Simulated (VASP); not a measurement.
# BaS (Fm-3m) in VASP: further runs

Aim: see how the results for BaS move with the level of theory and the settings. Levels: RPBE+D4, LDA. Tasks: single point.

Everything below comes from runs of VASP 6.6.1. Logs are shortened: lines on timing, memory, paths and dates and some standing lists are left out, and cuts for length are marked.

### 1 The cell of the first run

The structure is cubic, space group Fm-3m (No. 225). The conventional cell has a = 6.368 Å, b = 6.368 Å, c = 6.368 Å, α = 90.00°, β = 90.00°, γ = 90.00°. Within 4.2 Å of Ba (site symmetry m-3m) lie 6 S at 3.18 Å. Within 4.2 Å of S (site symmetry m-3m) lie 6 Ba at 3.18 Å.

### 2 Single point, RPBE+D4 (volume scaled by 0.98)

File INCAR:

```
SYSTEM = BaS
PREC = Accurate
ENCUT = 520
EDIFF = 1E-7
ISMEAR = 0
SIGMA = 0.05
LREAL = .FALSE.
LASPH = .TRUE.
NELM = 100
ALGO = Normal
ISIF = 2
LWAVE = .FALSE.
LCHARG = .TRUE.
GGA = RP
IVDW = 13
LELF = .TRUE.
LVHAR = .TRUE.
NBANDS = 15
```

File KPOINTS:

```
regular mesh
0
G
  6 6 6
  0 0 0
```

File POSCAR:

```
BaS
1.0
    0.0000000000      3.1840284542      3.1840284542
    3.1840284542      0.0000000000      3.1840284542
    3.1840284542      3.1840284542      0.0000000000
Ba S
1 1
Direct
    0.5000000000      0.5000000000      0.5000000000
    0.0000000000      0.0000000000      0.0000000000
```

Potentials or basis: VASP PAW PBE potentials, release 64 (Ba_sv, S).

Run with:

```bash
> cat potpaw_PBE.64/Ba_sv/POTCAR potpaw_PBE.64/S/POTCAR > POTCAR
> mpirun -np 1 vasp_std > vasp.out
```

OUTCAR:

```text
SYSTEM = BaS
   PREC = Accurate
   ENCUT = 520
   EDIFF = 1E-7
   ISMEAR = 0
   LREAL = .FALSE.
   LASPH = .TRUE.
   NELM = 100
   ISIF = 2
   GGA = RP
   IVDW = 13

 ion  position               nearest neighbor table
   1  0.500  0.500  0.500-   2 3.18   2 3.18   2 3.18   2 3.18   2 3.18   2 3.18
   2  0.000  0.000  0.000-   1 3.18   1 3.18   1 3.18   1 3.18   1 3.18   1 3.18

  LATTYP: Found a face centered cubic cell.
 ALAT       =     6.3680569084

  Lattice vectors:

 A1 = (   0.0000000000,   3.1840284542,   3.1840284542)
 A2 = (   3.1840284542,   0.0000000000,   3.1840284542)
 A3 = (   3.1840284542,   3.1840284542,   0.0000000000)

Analysis of symmetry for initial positions (statically):
[... 5 lines left out ...]
 face centered cubic supercell.

 Subroutine GETGRP returns: Found 48 space group operations
 (whereof 48 operations were pure point group operations)
 out of a pool of 48 trial point group operations.

The static configuration has the point symmetry O_h .

Analysis of symmetry for dynamics (positions and initial velocities):
[... 5 lines left out ...]
 face centered cubic supercell.

 Subroutine GETGRP returns: Found 48 space group operations
 (whereof 48 operations were pure point group operations)
 out of a pool of 48 trial point group operations.

The dynamic configuration has the point symmetry O_h .

 Subroutine INISYM returns: Found 48 space group operations
 (whereof 48 operations are pure point group operations),
 and found     1 'primitive' translations

----------------------------------------------------------------------------------------

                                     Primitive cell

  volume of cell :      64.5596

  direct lattice vectors                    reciprocal lattice vectors
     0.000000000  3.184028454  3.184028454    -0.157033773  0.157033773  0.157033773
     3.184028454  0.000000000  3.184028454     0.157033773 -0.157033773  0.157033773
     3.184028454  3.184028454  0.000000000     0.157033773  0.157033773 -0.157033773

  length of vectors
     4.502896223  4.502896223  4.502896223     0.271990473  0.271990473  0.271990473

  position of ions in fractional coordinates (direct lattice)
     0.500000000  0.500000000  0.500000000
     0.000000000  0.000000000  0.000000000

  ion indices of the primitive-cell ions
   primitive index   ion index
                 1           1
                 2           2

----------------------------------------------------------------------------------------

 KPOINTS: regular mesh

[... 66 lines left out ...]
   POTIM  = 0.5000    time-step for ionic-motion
   TEBEG  =    0.0;   TEEND  =   0.0 temperature during run
   PSTRESS=    0.0 pullay stress
   NELECT =      16.0000    total number of electrons
   NUPDOWN=      -1.0000    fix difference up-down
   EMIN   =  10.00;   EMAX   =-10.00  energy-range for DOS
   EFERMI =   0.00;   METHOD = LEGACY
   ISMEAR =     0;   SIGMA  =   0.05  broadening in eV -4-tet -1-fermi 0-gaus
   EFERMI_NEDOS =   21; number of points for ismear=-14 and -15
   IALGO  =     38    algorithm
   IMIX   =      4    mixing-type and parameters
     AMIX     =   0.40;   BMIX     =  1.00
     AMIX_MAG =   1.60;   BMIX_MAG =  1.00
  volume/ion in A,a.u.               =      32.28       217.83
  Fermi-wavevector in a.u.,A,eV,Ry     =   1.028319  1.943241 14.387346  1.057440
  Thomas-Fermi vector in A             =   2.162309
   LORBIT       =      0    0 simple, 1 ext, 2 COOP (PROOUT), +10 PAW based schemes
   GGA     = RP    functional components
   LHFCALC =     F    Hartree Fock is set to
   AEXX    =    0.0000 exact exchange contribution
   IVDW    =    13    specifies the selected vdW correction
   LEPSILON=     F    determine dielectric tensor
   LRPA    =     F    only Hartree local field effects (RPA)
 non-spin polarized calculation
 Gauss-broadening in eV      SIGMA  =   0.05
  energy-cutoff  :      520.00
  volume of cell :       64.56
 maximum number of plane-waves:      1807
 NGX is ok and might be reduce to    36
   NGX = 17   NGY = 17   NGZ = 17

 number of electron      16.0000001 magnetization

 Free energy of the ion-electron system (eV)
  ---------------------------------------------------
  ext. energy  EPLUGINS =         0.00000000
  ---------------------------------------------------
  free energy    TOTEN  =        -9.60020092 eV

  energy without entropy =       -9.60020092  energy(sigma->0) =       -9.60020092

 E-fermi :   1.9429     XC(G=0):  -8.4498

 val. band max:        1.6167230941   @ k =   0.0000   0.0000   0.0000
 cond. band min:       3.8514218156   @ k =   0.5000   0.5000   0.0000
 fundamental gap:      2.2346987215
 Fermi energy:         1.9428715180

 k-point     1 :       0.0000    0.0000    0.0000
  band No.  band energies     occupation
      1     -24.4683      2.00000
      2      -9.5370      2.00000
      3      -9.5370      2.00000
      4      -9.5370      2.00000
      5      -8.7415      2.00000
      6       1.6167      2.00000
      7       1.6167      2.00000
      8       1.6167      2.00000
      9       5.4930      0.00000
     10       5.5835      0.00000
     11       5.5835      0.00000
     12       5.5835      0.00000
     13       6.4585      0.00000
     14       6.4585      0.00000
[... 257 lines left out ...]
      2     -10.0066      2.00000
      3      -9.9499      2.00000
      4      -9.8039      2.00000
      5      -8.2285      2.00000
      6       0.7235      2.00000
      7       1.1114      2.00000
      8       1.2509      2.00000
      9       4.9409      0.00000
     10       7.2807      0.00000
     11       7.8979      0.00000
     12       8.6685      0.00000
     13       9.2142      0.00000
     14      10.1134      0.00000
     15      11.6429      0.00000

------------------------ aborting loop because EDIFF is reached ----------------------------------------

  DFT-D4 for vdW energy calculation

  Edisp (eV):   -0.79062

  FORCE on cell =-STRESS in cart. coord.  units (eV):
  Direction    XX          YY          ZZ          XY          YZ          ZX
  --------------------------------------------------------------------------------------
  -------------------------------------------------------------------------------------
  Total       0.59494     0.59494     0.59494     0.00000     0.00000     0.00000
  in kB      14.76474    14.76474    14.76474     0.00000     0.00000     0.00000
  external pressure =       14.76 kB  Pullay stress =        0.00 kB

 VOLUME and BASIS-vectors are now :
 -----------------------------------------------------------------------------
  energy-cutoff  :      520.00
  volume of cell :       64.56
      direct lattice vectors                 reciprocal lattice vectors
     0.000000000  3.184028454  3.184028454    -0.157033773  0.157033773  0.157033773
     3.184028454  0.000000000  3.184028454     0.157033773 -0.157033773  0.157033773
     3.184028454  3.184028454  0.000000000     0.157033773  0.157033773 -0.157033773

 POSITION                                       TOTAL-FORCE (eV/Angst)
 -----------------------------------------------------------------------------------
      3.18403      3.18403      3.18403        -0.000000      0.000000      0.000000
      0.00000      0.00000      0.00000         0.000000     -0.000000     -0.000000
 -----------------------------------------------------------------------------------
    total drift:                                0.000000      0.000000      0.000000

  FREE ENERGIE OF THE ION-ELECTRON SYSTEM (eV)
  ---------------------------------------------------
  free  energy   TOTEN  =       -10.3908202958 eV

  energy  without entropy=      -10.3908202958  energy(sigma->0) =      -10.39082030
```

It took 33 s on 1 thread of Intel Xeon Platinum 8259CL at 2.50GHz (Skylake/Cascade Lake), shared host; peak memory 0.2 GiB.

Results:

- Free energy: -10.3908 eV
- Pressure: 1.5 GPa
- Band gap on the k mesh: 2.23 eV, indirect (least direct gap 2.36 eV)
- Dispersion energy per atom: -0.395 eV

Caveat: the cell differs from its parent crystal (volume scaled by 0.98); the PAW data sets were made with another functional, which shifts forces and pressure a little; spin-orbit coupling is left out, which moves the levels of the heavy elements. A k mesh can miss the band edges.

### 3 Single point, RPBE+D4 (volume scaled by 1.02)

File INCAR:

```
SYSTEM = BaS
PREC = Accurate
ENCUT = 520
EDIFF = 1E-6
ISMEAR = 0
SIGMA = 0.05
LREAL = .False.
LASPH = .True.
NELM = 100
ALGO = Normal
ISIF = 2
LWAVE = .False.
LCHARG = .False.
GGA = RP
IVDW = 13
NBANDS = 15
```

File KPOINTS:

```
regular mesh
0
Gamma
  6 6 6
  0 0 0
```

File POSCAR:

```
BaS
1.0
    0.0000000000      3.2267721916      3.2267721916
    3.2267721916      0.0000000000      3.2267721916
    3.2267721916      3.2267721916      0.0000000000
Ba S
1 1
Direct
    0.5000000000      0.5000000000      0.5000000000
    0.0000000000      0.0000000000      0.0000000000
```

Potentials or basis: VASP PAW PBE potentials, release 64 (Ba_sv, S).

Run with:

```bash
> cat potpaw_PBE.64/Ba_sv/POTCAR potpaw_PBE.64/S/POTCAR > POTCAR
> mpirun -np 1 vasp_std > vasp.out
```

It took 27 s on 1 thread of Intel Xeon Platinum 8259CL at 2.50GHz (Skylake/Cascade Lake), shared host; peak memory 0.19 GiB.

The run converged. Its results:

| Quantity | Value |
| --- | --- |
| Free energy | -10.4008 eV |
| Pressure | -0.2 GPa |
| Band gap on the k mesh | 2.30 eV, indirect (least direct gap 2.45 eV) |
| Dispersion energy per atom | -0.380 eV |

Levels at points of the mesh, in eV from the valence-band top:
```tsv
k point	band 5	band 6	band 7	band 8	band 9	band 10	band 11	band 12
(0.00, 0.00, 0.00)	-10.30	0.00	0.00	0.00	3.68	3.96	3.96	3.96
(0.50, 0.00, 0.00)	-9.22	-1.81	-1.02	-1.02	5.54	5.78	6.26	6.26
(0.50, 0.50, 0.00)	-10.21	-0.54	-0.15	-0.15	2.30	5.86	5.95	7.36
```

Caveat: the cell differs from its parent crystal (volume scaled by 1.02); the PAW data sets were made with another functional, which shifts forces and pressure a little; spin-orbit coupling is left out, which moves the levels of the heavy elements. A k mesh can miss the band edges.

### 4 Single point, LDA

This run uses another cell than the first one, of 32.58 Å³/atom, 1.009 times its volume.

File INCAR:

```
  PREC = Accurate
  ENCUT = 520
  EDIFF = 1E-6
  ISMEAR = 0
  SIGMA = 0.05
  LREAL = F
  LASPH = T
  NELM = 80
  ALGO = Normal
  ISIF = 2
  LWAVE = F
  LCHARG = F
  NBANDS = 15
```

File KPOINTS:

```
regular mesh
0
Gamma
  6 6 6
```

File POSCAR:

```
BaS
1.0
    0.0000000000      3.1937508250      3.1937508250
    3.1937508250      0.0000000000      3.1937508250
    3.1937508250      3.1937508250      0.0000000000
Ba S
1 1
Direct
    0.5000000000      0.5000000000      0.5000000000
    0.0000000000      0.0000000000      0.0000000000
```

Potentials or basis: VASP PAW LDA potentials, release 64 (Ba_sv, S).

Run with:

```bash
> cat potpaw_LDA.64/Ba_sv/POTCAR potpaw_LDA.64/S/POTCAR > POTCAR
> mpirun -np 1 vasp_std > vasp.out
```

Run time: 22 s. Hardware: 1 thread of Intel Xeon Platinum 8259CL at 2.50GHz (Skylake/Cascade Lake), shared host; peak memory 0.16 GiB.

Results (log left out):

```
Free energy            : -11.1597 eV
Pressure               : -1.8 GPa
Band gap on the k mesh : 1.90 eV, indirect (least direct gap 2.04 eV)
```

Levels at points of the mesh, in eV from the valence-band top:
| k point | band 6 | band 7 | band 8 | band 9 | band 10 | band 11 |
| --- | --- | --- | --- | --- | --- | --- |
| (0.00, 0.00, 0.00) | 0.00 | 0.00 | 0.00 | 3.31 | 3.70 | 3.70 |
| (0.50, 0.00, 0.00) | -2.02 | -1.12 | -1.12 | 5.39 | 5.47 | 6.18 |
| (0.50, 0.50, 0.00) | -0.54 | -0.14 | -0.14 | 1.90 | 5.83 | 5.86 |

Caveat: spin-orbit coupling is left out, which moves the levels of the heavy elements.

### 5 Summary

| level | potentials or basis | cell | gap on the mesh (eV) | pressure (GPa) |
| --- | --- | --- | --- | --- |
| RPBE+D4 | VASP PAW PBE potentials, release 64 (Ba_sv, S) | a = 4.503 Å, angles 60.0°, 2 atoms | 2.23 | 1.5 |
| RPBE+D4 | VASP PAW PBE potentials, release 64 (Ba_sv, S) | a = 4.563 Å, angles 60.0°, 2 atoms | 2.30 | -0.2 |
| LDA | VASP PAW LDA potentials, release 64 (Ba_sv, S) | a = 4.517 Å, angles 60.0°, 2 atoms | 1.90 | -1.8 |

Alike in all rows: task single point; no spin polarisation; k mesh 6 × 6 × 6; cutoff (eV) 520; smearing gaussian 0.05 eV.

Caveats: spin-orbit coupling is left out, which moves the levels of the heavy elements; the PAW data sets were made with another functional, which shifts forces and pressure a little (some runs).

Total energies depend on the potentials used, so only differences within one code and one set of settings carry meaning.
